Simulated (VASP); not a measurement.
# PbO2 (Fm-3m) in VASP: further runs

The runs below take PbO2 through relaxation of cell and atoms, with PBEsol.

Program: VASP 6.6.1. These are calculated values, not measurements. Logs are shortened: lines on timing, memory, paths and dates and some standing lists are left out, and cuts for length are marked.

## 1. The cell of the first run

Symmetry: Fm-3m, No. 225, cubic system. Conventional cell: a = 5.404 Å, b = 5.404 Å, c = 5.404 Å, α = 90.00°, β = 90.00°, γ = 90.00°. Within 3.1 Å of Pb (site symmetry m-3m) lie 8 O at 2.34 Å. Within 3.1 Å of O (site symmetry -43m) lie 4 Pb at 2.34 Å and 6 O at 2.70 Å.

## 2. Relaxation of cell and atoms, PBEsol

Contents of INCAR:

```
ALGO = Normal ; EDIFF = 1E-7
EDIFFG = -0.005 ; ENCUT = 600
GGA = PS ; IBRION = 2
ISIF = 3 ; ISMEAR = -1
LASPH = True ; LCHARG = False
LREAL = False ; LWAVE = False
NELM = 80 ; NSW = 80
PREC = Accurate ; SIGMA = 0.05
```

Contents of KPOINTS:

```
k-points
0
Gamma
  9 9 9
```

Contents of POSCAR:

```
PbO2
1.0
    0.0000000000      2.7019920000      2.7019920000
    2.7019920000      0.0000000000      2.7019920000
    2.7019920000      2.7019920000      0.0000000000
Pb O
1 2
Direct
    0.0000000000      0.0000000000      0.0000000000
    0.7500000000      0.7500000000      0.7500000000
    0.2500000000      0.2500000000      0.2500000000
```

Potentials or basis: VASP PAW PBE potentials, release 64 (Pb_d, O).

Launch:

```bash
$ cat potpaw_PBE.64/Pb_d/POTCAR potpaw_PBE.64/O/POTCAR > POTCAR
$ mpirun -np 1 vasp_std > vasp.out
```

OUTCAR:

```text
EDIFF = 1E-7
   EDIFFG = -0.005
   ENCUT = 600
   GGA = PS
   IBRION = 2
   ISIF = 3
   ISMEAR = -1
   LASPH = True
   LREAL = False
   NELM = 80
   NSW = 80
   PREC = Accurate

 ion  position               nearest neighbor table
   1  0.000  0.000  0.000-   2 2.34   2 2.34   2 2.34   3 2.34   3 2.34   3 2.34   3 2.34   2 2.34

   2  0.750  0.750  0.750-   1 2.34   1 2.34   1 2.34   1 2.34
   3  0.250  0.250  0.250-   1 2.34   1 2.34   1 2.34   1 2.34

  LATTYP: Found a face centered cubic cell.
 ALAT       =     5.4039840000

  Lattice vectors:

 A1 = (   0.0000000000,   2.7019920000,   2.7019920000)
 A2 = (   2.7019920000,   0.0000000000,   2.7019920000)
 A3 = (   2.7019920000,   2.7019920000,   0.0000000000)

Analysis of symmetry for initial positions (statically):
=====================================================================
 Subroutine PRICEL returns:
 Original cell was already a primitive cell.

 Routine SETGRP: Setting up the symmetry group for a
 face centered cubic supercell.

 Subroutine GETGRP returns: Found 48 space group operations
 (whereof 48 operations were pure point group operations)
 out of a pool of 48 trial point group operations.

The static configuration has the point symmetry O_h .

Analysis of symmetry for dynamics (positions and initial velocities):
=====================================================================
 Subroutine PRICEL returns:
 Original cell was already a primitive cell.

 Routine SETGRP: Setting up the symmetry group for a
 face centered cubic supercell.

 Subroutine GETGRP returns: Found 48 space group operations
 (whereof 48 operations were pure point group operations)
 out of a pool of 48 trial point group operations.

The dynamic configuration has the point symmetry O_h .

 Subroutine INISYM returns: Found 48 space group operations
 (whereof 48 operations are pure point group operations),
 and found     1 'primitive' translations

----------------------------------------------------------------------------------------

                                     Primitive cell

  volume of cell :      39.4532

  direct lattice vectors                    reciprocal lattice vectors
     0.000000000  2.701992000  2.701992000    -0.185048660  0.185048660  0.185048660
     2.701992000  0.000000000  2.701992000     0.185048660 -0.185048660  0.185048660
     2.701992000  2.701992000  0.000000000     0.185048660  0.185048660 -0.185048660

  length of vectors
     3.821193732  3.821193732  3.821193732     0.320513682  0.320513682  0.320513682

  position of ions in fractional coordinates (direct lattice)
     0.000000000  0.000000000  0.000000000
     0.750000000  0.750000000  0.750000000
     0.250000000  0.250000000  0.250000000

  ion indices of the primitive-cell ions
   primitive index   ion index
                 1           1
                 2           2
                 3           3

----------------------------------------------------------------------------------------

 KPOINTS: k-points

Automatic generation of k-mesh.
 Grid dimensions read from file:
 generate k-points for:    9    9    9

 Generating k-lattice:

  Cartesian coordinates                     Fractional coordinates (reciprocal lattice)
    -0.020560962  0.020560962  0.020560962     0.111111111  0.000000000  0.000000000
     0.020560962 -0.020560962  0.020560962     0.000000000  0.111111111  0.000000000
     0.020560962  0.020560962 -0.020560962     0.000000000  0.000000000  0.111111111

  Length of vectors
     0.035612631  0.035612631  0.035612631

  Shift w.r.t. Gamma in fractional coordinates (k-lattice)
     0.000000000  0.000000000  0.000000000

 Subroutine IBZKPT returns following result:
 ===========================================

 Found     35 irreducible k-points:

 Following reciprocal coordinates:
            Coordinates               Weight
  0.000000  0.000000  0.000000      1.000000
  0.111111  0.000000  0.000000      8.000000
  0.222222  0.000000  0.000000      8.000000
  0.333333  0.000000  0.000000      8.000000
  0.444444  0.000000  0.000000      8.000000
  0.111111  0.111111  0.000000      6.000000
[... 16 lines left out ...]
 -0.333333  0.333333  0.000000     12.000000
  0.444444  0.444444  0.000000      6.000000
 [... further k-points ...]
   k-points           NKPTS =     35   k-points in BZ     NKDIM =     35   number of bands    NBANDS=     17
   number of dos      NEDOS =    301   number of ions     NIONS =      3
   total plane-waves  NPLWV =  32768
   dimension x,y,z NGX =    32 NGY =   32 NGZ =   32
   dimension x,y,z NGXF=    64 NGYF=   64 NGZF=   64
   ions per type =               1   2
   NGX,Y,Z   is equivalent  to a cutoff of  13.92, 13.92, 13.92 a.u.
   NGXF,Y,Z  is equivalent  to a cutoff of  27.84, 27.84, 27.84 a.u.
 SYSTEM =  unknown system
   PREC   = accura    normal or accurate (medium, high low for compatibility)
   ISTART =      0    job   : 0-new  1-cont  2-samecut
   ICHARG =      2    charge: 1-file 2-atom 10-const
   ISPIN  =      1    spin polarized calculation?
   LNONCOLLINEAR =      F non collinear calculations
   LSORBIT =      F    spin-orbit coupling
   LASPH  =      T    aspherical Exc in radial PAW
   ENCUT  =  600.0 eV  44.10 Ry    6.64 a.u.   7.63  7.63  7.63*2*pi/ulx,y,z
   NELM   =     80;   NELMIN=  2; NELMDL= -5     # of ELM steps
   EDIFF  = 0.1E-06   stopping-criterion for ELM
   LREAL  =      F    real-space projection
   EDIFFG = -.5E-02   stopping-criterion for IOM
   NSW    =     80    number of steps for IOM
   IBRION =      2    ionic relax: 0-MD 1-quasi-New 2-CG
   NFREE  =      1    steps in history (QN), initial steepest desc. (CG)
   ISIF   =      3    stress and relaxation
   ISYM   =      2    0-nonsym 1-usesym 2-fastsym
   POTIM  = 0.5000    time-step for ionic-motion
   TEBEG  =    0.0;   TEEND  =   0.0 temperature during run
   PSTRESS=    0.0 pullay stress
   NELECT =      26.0000    total number of electrons
   NUPDOWN=      -1.0000    fix difference up-down
   EMIN   =  10.00;   EMAX   =-10.00  energy-range for DOS
   EFERMI =   0.00;   METHOD = LEGACY
   ISMEAR =    -1;   SIGMA  =   0.05  broadening in eV -4-tet -1-fermi 0-gaus
   EFERMI_NEDOS =   21; number of points for ismear=-14 and -15
   IALGO  =     38    algorithm
   IMIX   =      4    mixing-type and parameters
     AMIX     =   0.40;   BMIX     =  1.00
     AMIX_MAG =   1.60;   BMIX_MAG =  1.00
  volume/ion in A,a.u.               =      13.15        88.75
  Fermi-wavevector in a.u.,A,eV,Ry     =   1.424640  2.692180 27.614384  2.029600
  Thomas-Fermi vector in A             =   2.545110
   LORBIT       =      0    0 simple, 1 ext, 2 COOP (PROOUT), +10 PAW based schemes
   GGA     = PS    functional components
   LHFCALC =     F    Hartree Fock is set to
   AEXX    =    0.0000 exact exchange contribution
   IVDW    =     0    specifies the selected vdW correction
   LEPSILON=     F    determine dielectric tensor
   LRPA    =     F    only Hartree local field effects (RPA)
 conjugate gradient relaxation of ions
 non-spin polarized calculation
  energy-cutoff  :      600.00
  volume of cell :       39.45
 maximum number of plane-waves:      1363
   NGX = 15   NGY = 15   NGZ = 15

--------------------------------------- Ionic step        1  -------------------------------------------

 number of electron      25.9999996 magnetization

 Free energy of the ion-electron system (eV)
  ---------------------------------------------------
  ext. energy  EPLUGINS =         0.00000000
  ---------------------------------------------------
  free energy    TOTEN  =       -16.77530743 eV

  energy without entropy =      -16.76946949  energy(sigma->0) =      -16.77238846

------------------------ aborting loop because EDIFF is reached ----------------------------------------

  FORCE on cell =-STRESS in cart. coord.  units (eV):
  Direction    XX          YY          ZZ          XY          YZ          ZX
  --------------------------------------------------------------------------------------
  -------------------------------------------------------------------------------------
  Total       -1.3733067     -1.3733067     -1.3733067      0.0000000      0.0000000      0.0000000
  in kB      -55.7693989    -55.7693989    -55.7693989      0.0000000      0.0000000      0.0000000
  external PRESSURE =     -55.7693989 kB  Pullay stress =       0.0000000 kB
[... 59 lines left out ...]
  energy  without entropy=      -16.7838117929  energy(sigma->0) =      -16.78668938

--------------------------------------- Ionic step        3  -------------------------------------------

 number of electron      26.0000000 magnetization

 Free energy of the ion-electron system (eV)
  ---------------------------------------------------
  ext. energy  EPLUGINS =         0.00000000
  ---------------------------------------------------
  free energy    TOTEN  =       -16.80329475 eV

  energy without entropy =      -16.79754362  energy(sigma->0) =      -16.80041919

 E-fermi :   5.9974     XC(G=0): -11.6381

 val. band max:        5.9521239914   @ k =  -0.3333   0.4444   0.2222
 cond. band min:       6.6360783680   @ k =  -0.1111   0.1111   0.0000
 fundamental gap:      0.6839543766
 Fermi energy:         5.9974090625

 k-point     1 :       0.0000    0.0000    0.0000
  band No.  band energies     occupation
      1     -12.7972      2.00000
      2      -9.6742      2.00000
      3      -9.6742      2.00000
      4      -9.6742      2.00000
      5      -9.6575      2.00000
      6      -9.3818      2.00000
[... 9 lines left out ...]
     16      12.9553      0.00000
     17      12.9553      0.00000
[... 443 lines left out ...]
      1     -11.8284      2.00000
      2     -11.2993      2.00000
      3      -9.5297      2.00000
      4      -9.3817      2.00000
      5      -9.3817      2.00000
      6      -9.3080      2.00000
[... 9 lines left out ...]
     16      15.6041      0.00000
     17      16.9918      0.00000

 [... further k-points ...]

------------------------ aborting loop because EDIFF is reached ----------------------------------------

  FORCE on cell =-STRESS in cart. coord.  units (eV):
  Direction    XX          YY          ZZ          XY          YZ          ZX
  --------------------------------------------------------------------------------------
  -------------------------------------------------------------------------------------
  Total       -0.0015721     -0.0015721     -0.0015721      0.0000000      0.0000000      0.0000000
  in kB       -0.0664370     -0.0664370     -0.0664370      0.0000000      0.0000000      0.0000000
  external PRESSURE =      -0.0664370 kB  Pullay stress =       0.0000000 kB
[... 18 lines left out ...]
  FREE ENERGIE OF THE ION-ELECTRON SYSTEM (eV)
  ---------------------------------------------------
  free  energy   TOTEN  =       -16.8032947522 eV

  energy  without entropy=      -16.7975436247  energy(sigma->0) =      -16.80041919

 reached required accuracy - stopping structural energy minimisation
```

Run time: 32 s. Hardware: 1 thread of Intel Xeon 6975P-C (Granite Rapids), shared host; peak memory 0.19 GiB.

What came out:

```
Free energy                           : -16.8033 eV
Relaxed volume                        : 12.64 Å³/atom
Relaxed cell                          : a = 3.771 Å, b = 3.771 Å, c = 3.771 Å, α = 60.00°, β = 60.00°, γ = 60.00°
Space group after relaxing (to 0.1 Å) : Fm-3m (No. 225)
Energy gained by relaxing             : 9.3 meV/atom
Ionic steps                           : 3
Pressure after relaxing               : 0.0 GPa
Band gap on the k mesh                : zero (bands 13 and 14 overlap by 1.25 eV)
```

Step by step:
| step | energy change (eV) | largest force (eV/Å) | pressure (GPa) | volume (Å³) |
| --- | --- | --- | --- | --- |
| 1 | 0.0000 | 0.0000 | -5.58 | 39.45 |
| 2 | -0.0143 | 0.0000 | 4.45 | 36.90 |
| 3 | -0.0280 | 0.0000 | -0.01 | 37.91 |

Final structure:
```
CELL_PARAMETERS angstrom
0.00000 2.66635 2.66635
2.66635 0.00000 2.66635
2.66635 2.66635 0.00000
ATOMIC_POSITIONS crystal
Pb 0.00000 0.00000 0.00000
O 0.75000 0.75000 0.75000
O 0.25000 0.25000 0.25000
```

Levels at points of the mesh, in eV from the Fermi level:
| k point | band 9 | band 10 | band 11 | band 12 | band 13 | band 14 | band 15 | band 16 | band 17 |
| --- | --- | --- | --- | --- | --- | --- | --- | --- | --- |
| (0.00, 0.00, 0.00) | -2.05 | -2.05 | -2.05 | -1.30 | -1.30 | -1.30 | 6.96 | 6.96 | 6.96 |

Caveat: the PAW data sets were made with another functional, which shifts forces and pressure a little; spin-orbit coupling is left out, which moves the levels of the heavy elements.

(Part 1 of 2 ends here.)

The gap in the log of VASP goes by the Fermi energy; the results here count the filled bands.